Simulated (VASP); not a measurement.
# P in VASP: further runs

P is run at these levels: PBEsol; tasks: single point.

All numbers are computed with VASP 6.6.1; they aren't measurements. Logs are shortened: lines on timing, memory, paths and dates and some standing lists are left out, and cuts for length are marked.

### 1 The cell of the first run

The cell holds a slab with vacuum, 4 atoms: a = 3.234 Å, b = 34.334 Å, c = 4.563 Å, α = 90.00°, β = 90.00°, γ = 90.00°.

### 2 Single point, PBEsol (strain -0.015 along x and y, -0.015 along z)

File INCAR:

```
PREC     = Accurate       # precision mode
ENCUT    = 520            # plane-wave cutoff, eV
EDIFF    = 1E-6           # SCF threshold, eV
ISMEAR   = 0              # smearing method
SIGMA    = 0.05           # smearing width, eV
LREAL    = False          # projectors in reciprocal space
LASPH    = True           # aspherical terms in the spheres
NELM     = 100            # most SCF steps
ALGO     = Normal         # electronic algorithm
ISIF     = 2              # what is computed and relaxed
LWAVE    = False          # write WAVECAR
LCHARG   = True           # write CHGCAR
GGA      = PS             # functional
LELF     = True           # ELF
LVHAR    = True         
NBANDS   = 18             # bands
```

File KPOINTS:

```
regular mesh
0
Gamma
  8 1 6
```

File POSCAR:

```
P
1.0
    3.2344718042      0.0000000000      0.0000000000
    0.0000000000     34.3341755251      0.0000000000
    0.0000000000      0.0000000000      4.5626034394
P
4
Direct
    0.0000000000      0.9702614300      0.5921507200
    0.0000000000      0.0297385700      0.4078492800
    0.5000000000      0.0297385700      0.0921507200
    0.5000000000      0.9702614300      0.9078492800
```

Potentials or basis: VASP PAW PBE potentials, release 64 (P).

Started as:

```
$ cat potpaw_PBE.64/P/POTCAR > POTCAR
$ mpirun -np 1 vasp_std > vasp.out
```

OUTCAR:

```text
PREC = Accurate
   ENCUT = 520
   EDIFF = 1E-6
   ISMEAR = 0
   LREAL = False
   LASPH = True
   NELM = 100
   ISIF = 2
   GGA = PS

 ion  position               nearest neighbor table
   1  0.000  0.970  0.592-   4 2.17   4 2.17   2 2.21
   2  0.000  0.030  0.408-   3 2.17   3 2.17   1 2.21
   3  0.500  0.030  0.092-   2 2.17   2 2.17   4 2.21
   4  0.500  0.970  0.908-   1 2.17   1 2.17   3 2.21

  LATTYP: Found a simple orthorhombic cell.
 ALAT       =     3.2344718042
 B/A-ratio  =     1.4106177811
 C/A-ratio  =    10.6150795566

  Lattice vectors:

 A1 = (  -3.2344718042,   0.0000000000,   0.0000000000)
 A2 = (   0.0000000000,   0.0000000000,   4.5626034394)
 A3 = (   0.0000000000,  34.3341755251,   0.0000000000)

Analysis of symmetry for initial positions (statically):
=====================================================================
 Subroutine PRICEL returns:
 Original cell was already a primitive cell.

 Routine SETGRP: Setting up the symmetry group for a
 simple orthorhombic supercell.

 Subroutine GETGRP returns: Found  8 space group operations
 (whereof  4 operations were pure point group operations)
 out of a pool of  8 trial point group operations.

The static configuration has the point symmetry C_2h.
 The point group associated with its full space group is D_2h.

Analysis of symmetry for dynamics (positions and initial velocities):
=====================================================================
 Subroutine PRICEL returns:
 Original cell was already a primitive cell.

 Routine SETGRP: Setting up the symmetry group for a
 simple orthorhombic supercell.

 Subroutine GETGRP returns: Found  8 space group operations
 (whereof  4 operations were pure point group operations)
 out of a pool of  8 trial point group operations.

The dynamic configuration has the point symmetry C_2h.
 The point group associated with its full space group is D_2h.

 Subroutine INISYM returns: Found  8 space group operations
 (whereof  4 operations are pure point group operations),
 and found     1 'primitive' translations

----------------------------------------------------------------------------------------

                                     Primitive cell

  volume of cell :     506.6904

  direct lattice vectors                    reciprocal lattice vectors
     3.234471804  0.000000000  0.000000000     0.309169491  0.000000000  0.000000000
     0.000000000 34.334175525  0.000000000     0.000000000  0.029125499  0.000000000
     0.000000000  0.000000000  4.562603439     0.000000000  0.000000000  0.219173113

  length of vectors
     3.234471804 34.334175525  4.562603439     0.309169491  0.029125499  0.219173113

  position of ions in fractional coordinates (direct lattice)
     0.000000000  0.970261430  0.592150720
     0.000000000  0.029738570  0.407849280
     0.500000000  0.029738570  0.092150720
     0.500000000  0.970261430  0.907849280

  ion indices of the primitive-cell ions
   primitive index   ion index
                 1           1
                 2           2
                 3           3
                 4           4

----------------------------------------------------------------------------------------

 KPOINTS: regular mesh

Automatic generation of k-mesh.
 Grid dimensions read from file:
 generate k-points for:    8    1    6

 Generating k-lattice:

  Cartesian coordinates                     Fractional coordinates (reciprocal lattice)
     0.038646186  0.000000000  0.000000000     0.125000000  0.000000000  0.000000000
     0.000000000  0.029125499  0.000000000     0.000000000  1.000000000  0.000000000
     0.000000000  0.000000000  0.036528852     0.000000000  0.000000000  0.166666667

  Length of vectors
     0.038646186  0.029125499  0.036528852

  Shift w.r.t. Gamma in fractional coordinates (k-lattice)
     0.000000000  0.000000000  0.000000000

 Subroutine IBZKPT returns following result:
 ===========================================

 Found     20 irreducible k-points:

 Following reciprocal coordinates:
            Coordinates               Weight
  0.000000  0.000000  0.000000      1.000000
  0.125000  0.000000  0.000000      2.000000
  0.250000  0.000000  0.000000      2.000000
  0.375000  0.000000  0.000000      2.000000
  0.500000  0.000000  0.000000      1.000000
  0.000000  0.000000  0.166667      2.000000
[... 12 lines left out ...]
  0.375000  0.000000  0.500000      2.000000
  0.500000  0.000000  0.500000      1.000000
   k-points           NKPTS =     20   k-points in BZ     NKDIM =     20   number of bands    NBANDS=     18
   number of dos      NEDOS =    301   number of ions     NIONS =      4
   total plane-waves  NPLWV = 221184
   dimension x,y,z NGX =    24 NGY =  256 NGZ =   36
   dimension x,y,z NGXF=    48 NGYF=  512 NGZF=   72
   ions per type =               4
   NGX,Y,Z   is equivalent  to a cutoff of  12.34, 12.40, 13.12 a.u.
   NGXF,Y,Z  is equivalent  to a cutoff of  24.67, 24.79, 26.23 a.u.
 SYSTEM =  unknown system
   PREC   = accura    normal or accurate (medium, high low for compatibility)
   ISTART =      0    job   : 0-new  1-cont  2-samecut
   ICHARG =      2    charge: 1-file 2-atom 10-const
   ISPIN  =      1    spin polarized calculation?
   LNONCOLLINEAR =      F non collinear calculations
   LSORBIT =      F    spin-orbit coupling
   LASPH  =      T    aspherical Exc in radial PAW
   ENCUT  =  520.0 eV  38.22 Ry    6.18 a.u.   6.01 63.84  8.48*2*pi/ulx,y,z
   NELM   =    100;   NELMIN=  2; NELMDL= -5     # of ELM steps
   EDIFF  = 0.1E-05   stopping-criterion for ELM
   LREAL  =      F    real-space projection
   EDIFFG = 0.1E-04   stopping-criterion for IOM
   NSW    =      0    number of steps for IOM
   IBRION =     -1    ionic relax: 0-MD 1-quasi-New 2-CG
   NFREE  =      0    steps in history (QN), initial steepest desc. (CG)
   ISIF   =      2    stress and relaxation
   ISYM   =      2    0-nonsym 1-usesym 2-fastsym
   POTIM  = 0.5000    time-step for ionic-motion
   TEBEG  =    0.0;   TEEND  =   0.0 temperature during run
   PSTRESS=    0.0 pullay stress
   NELECT =      20.0000    total number of electrons
   NUPDOWN=      -1.0000    fix difference up-down
   EMIN   =  10.00;   EMAX   =-10.00  energy-range for DOS
   EFERMI =   0.00;   METHOD = LEGACY
   ISMEAR =     0;   SIGMA  =   0.05  broadening in eV -4-tet -1-fermi 0-gaus
   EFERMI_NEDOS =   21; number of points for ismear=-14 and -15
   IALGO  =     38    algorithm
   IMIX   =      4    mixing-type and parameters
     AMIX     =   0.40;   BMIX     =  1.00
     AMIX_MAG =   1.60;   BMIX_MAG =  1.00
  volume/ion in A,a.u.               =     126.67       854.83
  Fermi-wavevector in a.u.,A,eV,Ry     =   0.557405  1.053342  4.227329  0.310700
  Thomas-Fermi vector in A             =   1.591986
   LORBIT       =      0    0 simple, 1 ext, 2 COOP (PROOUT), +10 PAW based schemes
   GGA     = PS    functional components
   LHFCALC =     F    Hartree Fock is set to
   AEXX    =    0.0000 exact exchange contribution
   IVDW    =     0    specifies the selected vdW correction
   LEPSILON=     F    determine dielectric tensor
   LRPA    =     F    only Hartree local field effects (RPA)
 non-spin polarized calculation
 Gauss-broadening in eV      SIGMA  =   0.05
  energy-cutoff  :      520.00
  volume of cell :      506.69
 maximum number of plane-waves:     13726
   NGX = 13   NGY =127   NGZ = 17

 number of electron      19.9999997 magnetization

 Free energy of the ion-electron system (eV)
  ---------------------------------------------------
  ext. energy  EPLUGINS =         0.00000000
  ---------------------------------------------------
  free energy    TOTEN  =       -22.78020809 eV

  energy without entropy =      -22.78020809  energy(sigma->0) =      -22.78020809

 E-fermi :  -3.1242     XC(G=0):  -1.8071

 val. band max:       -3.3453976926   @ k =   0.1250   0.0000   0.0000
 cond. band min:      -2.4787000954   @ k =   0.0000   0.0000   0.0000
 fundamental gap:      0.8666975972
 Fermi energy:        -3.1242496125

 k-point     1 :       0.0000    0.0000    0.0000
  band No.  band energies     occupation
      1     -18.8766      2.00000
      2     -16.2529      2.00000
      3     -12.7524      2.00000
      4      -9.3955      2.00000
      5      -8.2354      2.00000
      6      -7.8995      2.00000
[... 10 lines left out ...]
     17       1.6856      0.00000
     18       1.8284      0.00000

 k-point     2 :       0.1250    0.0000    0.0000
  band No.  band energies     occupation
      1     -18.6809      2.00000
      2     -16.0499      2.00000
      3     -12.8150      2.00000
      4      -9.2484      2.00000
      5      -8.0674      2.00000
      6      -8.0602      2.00000
[... 10 lines left out ...]
     17       1.9098      0.00000
     18       1.9899      0.00000

 k-point     3 :       0.2500    0.0000    0.0000
  band No.  band energies     occupation
      1     -18.0996      2.00000
      2     -15.4432      2.00000
      3     -13.2852      2.00000
      4      -9.4311      2.00000
      5      -9.1261      2.00000
      6      -8.8551      2.00000
[... 10 lines left out ...]
     17       2.1338      0.00000
     18       2.5809      0.00000

 k-point     4 :       0.3750    0.0000    0.0000
  band No.  band energies     occupation
      1     -17.1534      2.00000
      2     -14.4695      2.00000
      3     -14.4415      2.00000
      4     -11.3476      2.00000
      5      -9.1969      2.00000
      6      -8.4640      2.00000
[... 10 lines left out ...]
     17       3.0072      0.00000
     18       3.1034      0.00000

 k-point     5 :       0.5000    0.0000    0.0000
  band No.  band energies     occupation
      1     -15.8950      2.00000
      2     -15.8950      2.00000
      3     -13.0628      2.00000
      4     -13.0628      2.00000
      5      -8.6613      2.00000
      6      -8.6613      2.00000
[... 10 lines left out ...]
     17       3.3581      0.00000
     18       3.3581      0.00000

 k-point     6 :       0.0000    0.0000    0.1667
  band No.  band energies     occupation
      1     -18.7371      2.00000
      2     -16.4596      2.00000
      3     -12.7835      2.00000
      4      -9.9876      2.00000
      5      -7.6845      2.00000
      6      -7.6437      2.00000
[... 223 lines left out ...]
 k-point    17 :       0.1250    0.0000    0.5000
  band No.  band energies     occupation
      1     -17.5305      2.00000
      2     -17.5305      2.00000
      3     -11.8944      2.00000
      4     -11.8944      2.00000
      5      -7.4826      2.00000
      6      -7.4826      2.00000
[... 10 lines left out ...]
     17       2.7707      0.00000
     18       2.7707      0.00000

 k-point    18 :       0.2500    0.0000    0.5000
  band No.  band energies     occupation
      1     -16.9757      2.00000
      2     -16.9757      2.00000
      3     -11.8705      2.00000
      4     -11.8705      2.00000
      5      -9.1356      2.00000
      6      -9.1356      2.00000
[... 10 lines left out ...]
     17       3.1867      0.00000
     18       3.1867      0.00000

 k-point    19 :       0.3750    0.0000    0.5000
  band No.  band energies     occupation
      1     -16.1305      2.00000
      2     -16.1305      2.00000
      3     -12.7246      2.00000
      4     -12.7246      2.00000
      5      -9.3253      2.00000
      6      -9.3253      2.00000
[... 10 lines left out ...]
     17       3.3686      0.00000
     18       3.3686      0.00000

 k-point    20 :       0.5000    0.0000    0.5000
  band No.  band energies     occupation
      1     -15.4928      2.00000
      2     -15.4928      2.00000
      3     -13.5406      2.00000
      4     -13.5406      2.00000
      5      -8.6285      2.00000
      6      -8.6285      2.00000
[... 10 lines left out ...]
     17       3.1841      0.00000
     18       3.1841      0.00000

------------------------ aborting loop because EDIFF is reached ----------------------------------------

  FORCE on cell =-STRESS in cart. coord.  units (eV):
  Direction    XX          YY          ZZ          XY          YZ          ZX
  --------------------------------------------------------------------------------------
  -------------------------------------------------------------------------------------
  Total        1.8920454      1.4839514      1.6360842      0.0000000     -0.0000000      0.0000000
  in kB        5.9827301      4.6923191      5.1733696      0.0000000     -0.0000000      0.0000000
  external PRESSURE =       5.2828063 kB  Pullay stress =       0.0000000 kB

 VOLUME and BASIS-vectors are now :
 -----------------------------------------------------------------------------
  energy-cutoff  :      520.00
  volume of cell :      506.69
      direct lattice vectors                 reciprocal lattice vectors
     3.234471804  0.000000000  0.000000000     0.309169491  0.000000000  0.000000000
     0.000000000 34.334175525  0.000000000     0.000000000  0.029125499  0.000000000
     0.000000000  0.000000000  4.562603439     0.000000000  0.000000000  0.219173113

 POSITION                                       TOTAL-FORCE (eV/Angst)
 -----------------------------------------------------------------------------------
      0.00000     33.31313      2.70175         0.000000     -0.367363     -0.524551
      0.00000      1.02105      1.86085         0.000000      0.367363      0.524551
      1.61724      1.02105      0.42045         0.000000      0.367363     -0.524551
      1.61724     33.31313      4.14216         0.000000     -0.367363      0.524551
 -----------------------------------------------------------------------------------
    total drift:                               -0.000000      0.000000     -0.000000

  FREE ENERGIE OF THE ION-ELECTRON SYSTEM (eV)
  ---------------------------------------------------
  free  energy   TOTEN  =       -22.7802080925 eV

  energy  without entropy=      -22.7802080925  energy(sigma->0) =      -22.78020809
```

Run time: 5.3 min. Hardware: 1 thread of Oxide Virtual Turin-like, shared host; peak memory 0.5 GiB.

Results:

| Property | Result |
| --- | --- |
| Free energy | -22.7802 eV |
| Largest force | 0.640 eV/Å |
| Band gap on the k mesh | 0.87 eV, indirect (least direct gap 0.87 eV) |

Forces on the atoms (eV/Å):
```
P    0.000 -0.367 -0.525
P    0.000  0.367  0.525
P    0.000  0.367 -0.525
P    0.000 -0.367  0.525
```

Levels at points of the mesh, in eV from the valence-band top:
```tsv
k point	band 8	band 9	band 10	band 11	band 12	band 13
(0.00, 0.00, 0.00)	-1.90	-1.77	-0.01	0.87	1.47	2.73
(0.50, 0.00, 0.00)	-2.85	-2.09	-2.09	1.15	1.15	2.17
(0.00, 0.00, 0.50)	-2.76	-1.43	-1.43	2.14	2.14	3.80
(0.50, 0.00, 0.50)	-4.74	-1.11	-1.11	2.32	2.32	3.84
```

Caveat: the cell differs from its parent crystal (strain -0.015 along x and y, -0.015 along z); the PAW data sets were made with another functional, which shifts forces and pressure a little.

(Part 1 of 2 ends here.)
